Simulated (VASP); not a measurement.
# WC (Qusongite) (P-6m2) in VASP: settings compared, part 2 of 2

VASP 6.6.1. The steps go on from the part before.

**4. Relaxation of cell and atoms, revPBE+D4**

This run uses another cell than the first one, of 10.38 Å³/atom, 1.009 times its volume.

File INCAR:

```
PREC = Accurate
ENCUT = 600
EDIFF = 1E-6
ISMEAR = -1
SIGMA = 0.05
LREAL = F
LASPH = T
NELM = 60
ALGO = Normal
ISIF = 3
LWAVE = F
LCHARG = F
GGA = RE
IVDW = 13
IBRION = 2
NSW = 80
EDIFFG = -0.02
```

File KPOINTS:

```
Automatic mesh
0
Gamma
  10 10 9
```

File POSCAR:

```
WC
1.0
    2.9065000000      0.0000000000      0.0000000000
   -1.4532500000      2.5171028361      0.0000000000
    0.0000000000      0.0000000000      2.8366000000
W C
1 1
Direct
    0.0000000000      0.0000000000      0.0000000000
    0.6666666667      0.3333333333      0.5000000000
```

Potentials or basis: VASP PAW PBE potentials, release 64 (W_sv, C).

The run is started by

```console
$ cat potpaw_PBE.64/W_sv/POTCAR potpaw_PBE.64/C/POTCAR > POTCAR
$ mpirun -np 1 vasp_std > vasp.out
```

OUTCAR:

```text
PREC = Accurate
   ENCUT = 600
   EDIFF = 1E-6
   ISMEAR = -1
   LREAL = F
   LASPH = T
   NELM = 60
   ISIF = 3
   GGA = RE
   IVDW = 13
   IBRION = 2
   NSW = 80
   EDIFFG = -0.02

 ion  position               nearest neighbor table
   1  0.000  0.000  0.000-   2 2.20   2 2.20   2 2.20   2 2.20   2 2.20   2 2.20
   2  0.667  0.333  0.500-   1 2.20   1 2.20   1 2.20   1 2.20   1 2.20   1 2.20

  LATTYP: Found a hexagonal cell.
 ALAT       =     2.9065000000
 C/A-ratio  =     0.9759504559

  Lattice vectors:

 A1 = (   2.9065000000,   0.0000000000,   0.0000000000)
 A2 = (  -1.4532500000,   2.5171028361,   0.0000000000)
 A3 = (   0.0000000000,   0.0000000000,   2.8366000000)

Analysis of symmetry for initial positions (statically):
=====================================================================
 Subroutine PRICEL returns:
 Original cell was already a primitive cell.

[... 256 lines left out ...]
  free energy    TOTEN  =       -21.57571492 eV

  energy without entropy =      -21.57384308  energy(sigma->0) =      -21.57477900

 E-fermi :  11.2450     XC(G=0): -13.8054

 val. band max:       11.1582535458   @ k =   0.0000   0.0000   0.3333
 cond. band min:      11.2615407857   @ k =   0.1000   0.0000   0.3333
 fundamental gap:      0.1032872400
 Fermi energy:        11.2449508540

 k-point     1 :       0.0000    0.0000    0.0000
  band No.  band energies     occupation
      1     -62.7605      2.00000
      2     -26.7400      2.00000
      3     -26.6328      2.00000
      4     -26.6328      2.00000
      5      -3.2972      2.00000
      6       6.8935      2.00000
      7       7.8861      2.00000
      8       7.8861      2.00000
      9      11.3347      0.28505
     10      14.5217      0.00000
     11      14.5217      0.00000
     12      16.9239      0.00000
     13      16.9239      0.00000
[... 354 lines left out ...]
  band No.  band energies     occupation
      1     -62.6956      2.00000
      2     -27.4088      2.00000
      3     -26.8642      2.00000
      4     -26.7110      2.00000
      5       0.1534      2.00000
      6       4.3030      2.00000
      7       7.0005      2.00000
      8       8.4978      2.00000
      9       9.9547      2.00000
     10      13.9322      0.00000
     11      15.3374      0.00000
     12      16.2446      0.00000
     13      18.3356      0.00000

 [... further k-points ...]

------------------------ aborting loop because EDIFF is reached ----------------------------------------

  DFT-D4 for vdW energy calculation

  Edisp (eV):   -1.63499
[... 25 lines left out ...]
  FREE ENERGIE OF THE ION-ELECTRON SYSTEM (eV)
  ---------------------------------------------------
  free  energy   TOTEN  =       -23.2107058581 eV

  energy  without entropy=      -23.2088340129  energy(sigma->0) =      -23.20976994

 reached required accuracy - stopping structural energy minimisation
```

OSZICAR:

```text
N       E                     dE             d eps       ncg     rms          rms(c)
DAV:   1     0.122471937268E+03    0.12247E+03   -0.10629E+04  1820   0.171E+03
DAV:   2    -0.202038575606E+02   -0.14268E+03   -0.13898E+03  2060   0.408E+02
DAV:   3    -0.245286184077E+02   -0.43248E+01   -0.42849E+01  2221   0.642E+01
[... 24 lines left out ...]
DAV:   3    -0.215768781013E+02    0.68969E-02   -0.12774E-02  1950   0.103E+00    0.221E-01
DAV:   4    -0.215757172346E+02    0.11609E-02   -0.33282E-03  2005   0.663E-01    0.271E-01
DAV:   5    -0.215757246965E+02   -0.74619E-05   -0.22962E-04  2093   0.177E-01    0.195E-02
DAV:   6    -0.215757142530E+02    0.10444E-04   -0.33868E-05  2050   0.464E-02    0.242E-03
DAV:   7    -0.215757149218E+02   -0.66882E-06   -0.13037E-06  1266   0.120E-02
   3 F= -.23210706E+02 E0= -.23209770E+02  d E =-.130528E-02
```

CONTCAR:

```text
WC
   1.00000000000000
     2.8997179379051410    0.0000000000000000    0.0000000000000000
    -1.4498589689525705    2.5112293980358049    0.0000000000000000
     0.0000000000000000    0.0000000000000000    2.8299648914421214
  W               C
     1     1
Direct
     0.0000000000000000    0.0000000000000000    0.0000000000000000
     0.6666666667000030    0.3333333332999970    0.5000000000000000

  0.00000000E+00  0.00000000E+00  0.00000000E+00
  0.00000000E+00  0.00000000E+00  0.00000000E+00
```

Run time: 52 s. Hardware: 1 thread of Intel Xeon 8259CL, shared host; peak memory 0.17 GiB.

Results:

```yaml
Free_energy: -23.2107 eV
Relaxed_volume: 10.30 Å³/atom
Relaxed_cell: a = 2.900 Å, b = 2.900 Å, c = 2.830 Å, α = 90.00°, β = 90.00°, γ = 120.00°
Space_group_after_relaxing_to_0.05_Å: P-6m2 (No. 187)
Energy_gained_by_relaxing: 0.7 meV/atom
Ionic_steps: 3
Pressure_after_relaxing: 0.0 GPa
Band_gap_on_the_k_mesh: zero (band 9 reaches 11.90 eV, above the bottom of band 10 at 10.70 eV)
Dispersion_energy_per_atom: -0.817 eV
```

The path:
| step | energy change (eV) | largest force (eV/Å) | pressure (GPa) | volume (Å³) |
| --- | --- | --- | --- | --- |
| 1 | 0.0000 | 0.0000 | -2.82 | 20.75 |
| 2 | 0.0088 | 0.0000 | 8.29 | 20.21 |
| 3 | -0.0013 | 0.0000 | -0.02 | 20.61 |

Final structure:
```cif
data_structure
_symmetry_space_group_name_H-M 'P 1'
_symmetry_Int_Tables_number 1
_cell_length_a 2.8997
_cell_length_b 2.8997
_cell_length_c 2.8300
_cell_angle_alpha 90.000
_cell_angle_beta 90.000
_cell_angle_gamma 120.000
_cell_volume 20.61
loop_
_atom_site_label
_atom_site_type_symbol
_atom_site_fract_x
_atom_site_fract_y
_atom_site_fract_z
_atom_site_occupancy
W1 W 0.00000 0.00000 0.00000 1
C1 C 0.66667 0.33333 0.50000 1
```

Levels at points of the mesh, in eV from the Fermi level:
```
           k point  band 6  band 7  band 8  band 9  band 10  band 11  band 12  band 13
(0.00, 0.00, 0.00)   -4.35   -3.36   -3.36    0.09     3.28     3.28     5.68     5.68
(0.50, 0.00, 0.00)   -7.08   -3.65   -3.60   -0.47     2.37     4.59     4.94     6.92
```

Caveat: the PAW data sets were made with another functional, which shifts forces and pressure a little; spin-orbit coupling is left out, which moves the levels of the heavy elements; pairwise dispersion overbinds metals, which lowers pressure and volume.

**5. Single point, r2SCAN-based global hybrid**

This run uses another cell than the first one, of 10.38 Å³/atom, 1.009 times its volume.

POSCAR is that of step 4.

File INCAR.step1:

```
SYSTEM = WC
  PREC = Accurate
  ENCUT = 520
  EDIFF = 1E-5
  ISMEAR = -1
  SIGMA = 0.05
  LREAL = .FALSE.
  LASPH = .TRUE.
  NELM = 100
  ALGO = Normal
  ISIF = 2
  LWAVE = .TRUE.
  LCHARG = .FALSE.
  NBANDS = 16
  GGA = PE
```

File INCAR.step2:

```
SYSTEM = WC
  PREC = Accurate
  ENCUT = 520
  EDIFF = 1E-7
  ISMEAR = -1
  SIGMA = 0.05
  LREAL = .FALSE.
  LASPH = .TRUE.
  NELM = 100
  ALGO = Normal
  ISIF = 2
  LWAVE = .FALSE.
  LCHARG = .FALSE.
  METAGGA = R2SCAN
  LHFCALC = .TRUE.
  AEXX = 0.1
  LMIXTAU = .TRUE.
  PRECFOCK = Normal
  NBANDS = 16
  ISTART = 1
```

File KPOINTS:

```
regular mesh
0
G
  6 6 5
  0 0 0
```

The run is started by

```console
$ cat potpaw_PBE.64/W_sv/POTCAR potpaw_PBE.64/C/POTCAR > POTCAR
$ cp INCAR.step1 INCAR
$ mpirun -np 1 vasp_std > vasp.out
$ cp INCAR.step2 INCAR
$ mpirun -np 1 vasp_std > vasp.out
```

Wall time 23 min (1 thread of Intel Xeon 6975P-C (Granite Rapids), shared host); peak memory 0.16 GiB.

It converged, with:

| Property | Result |
| --- | --- |
| Free energy | -59.9460 eV |
| Pressure | 0.1 GPa |
| Band gap on the k mesh | zero (band 9 reaches 11.90 eV, above the bottom of band 10 at 10.39 eV) |

Stress tensor (GPa, compression positive):
```
 1.63  0.00  0.00
 0.00  1.63  0.00
 0.00  0.00 -2.92
```

Levels at points of the mesh, in eV from the Fermi level:
```csv
k point,band 5,band 6,band 7,band 8,band 9,band 10,band 11,band 12,band 13,band 14
"(0.00, 0.00, 0.00)",-16.44,-5.32,-4.26,-4.26,-0.48,3.38,3.38,6.03,6.03,6.81
"(0.50, 0.00, 0.00)",-12.91,-8.28,-4.53,-4.49,-1.15,2.43,4.75,5.15,7.37,10.17
```

Caveat: the k points lie up to 0.44 Å⁻¹ apart; the PAW data sets were made with another functional, which shifts forces and pressure a little; spin-orbit coupling is left out, which moves the levels of the heavy elements.

**6. Overview**

```csv
task,level,cell,k mesh,cutoff (eV),grid for exact exchange (PRECFOCK),share of exact exchange,gap on the mesh (eV),pressure (GPa),relaxed volume (Å³/atom)
single point,revPBE+D4,"a = 2.897, b = 2.897, c = 2.829 Å, angles 90.0, 90.0, 120.0°, 2 atoms",10 × 10 × 9,520,-,-,none,1.0,-
relaxation of cell and atoms,PBEsol+D4,"relaxed from a = 2.906, b = 2.907, c = 2.837 Å, angles 90.0, 90.0, 120.0°, 2 atoms",10 × 10 × 9,600,-,-,none,0.1,10.21
relaxation of cell and atoms,revPBE+D4,"relaxed from a = 2.906, b = 2.907, c = 2.837 Å, angles 90.0, 90.0, 120.0°, 2 atoms",10 × 10 × 9,600,-,-,none,0.0,10.30
single point,r2SCAN-based global hybrid,"a = 2.906, b = 2.907, c = 2.837 Å, angles 90.0, 90.0, 120.0°, 2 atoms",6 × 6 × 5,520,Normal,0.1,none,0.1,-
```

Alike in all rows: potentials or basis VASP PAW PBE potentials, release 64 (W_sv, C); no spin polarisation; smearing fermi-dirac 0.05 eV.

Caveats: some runs use coarse meshes; the PAW data sets were made with another functional, which shifts forces and pressure a little; spin-orbit coupling is left out, which moves the levels of the heavy elements; pairwise dispersion overbinds metals, which lowers pressure and volume (some runs).

Total energies depend on the potentials used, so only differences within one code and one set of settings carry meaning.
